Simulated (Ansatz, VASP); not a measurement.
**Two plane-wave programs on C**

```
C
1.0
     1.79063    0.00000    0.00000
     0.00000    1.79063    0.00000
     0.00000    0.00000    5.14101
C
2
Direct
  0.00000 0.00000 0.85405
  0.00000 0.00000 0.14595
```

Alike in both runs: functional PBE; k mesh 10 × 10 × 6; occupations gaussian, width 0.1 eV; no spin polarisation.

Ansatz relaxed the structure, and its values are those at the end. VASP's run is a single point on that final structure, the one shown.

```csv
,VASP,Ansatz
version,VASP 6.6.1,Ansatz 0.2.0
potentials or method,"VASP PAW PBE potentials, release 64 (C), cutoff 520 eV","scalar-relativistic, plane waves, PAW"
valence electrons in the cell,8,8
```

```csv
,VASP,Ansatz,Ansatz less VASP
gap on the k mesh at the Fermi level (eV),none,none,-
pressure (GPa),0.5,0.0,-0.43
rms of the force components (eV/Å),0.044,0.003,-0.0407
```

A gap of «none» marks a metal or a gap that the smearing closes. With one functional, cell and mesh, what is left measures potentials, basis and numerics.
